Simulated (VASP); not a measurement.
Crystal: AgCl.

```
Ag Cl
1.0
     0.00000    2.71664    2.71664
     2.71664    0.00000    2.71664
     2.71664    2.71664    0.00000
Ag Cl
1 1
Cartesian
  0.0000 0.0000 0.0000
  2.7166 2.7166 2.7166
```

Base run:

* Program: VASP 6.6.1
* Functional: PBE
* Potentials or basis: VASP PAW PBE potentials, release 64 (Ag, Cl)
* Cutoff: 520 eV
* k mesh: 8 × 8 × 8
* Occupations: fermi-dirac, width 0.05 eV
* Spin: no spin polarisation

Its results: band gap on the k mesh 0.90 eV (least direct gap 3.39 eV); pressure 5.1 GPa.

**Question.** The run is repeated on the same cell with these changes: functional from PBE to PBEsol. What comes out?

**Answer.** Band gap on the k mesh 0.72 eV (least direct gap 3.25 eV); pressure 0.4 GPa.

PBEsol binds more tightly than PBE, so the same cell stands under less pressure.

Caveats: the cell stands under pressure (at least some runs); the PAW data sets were made with another functional, which shifts forces and pressure a little (at least some runs).

A k mesh can miss the band edges.
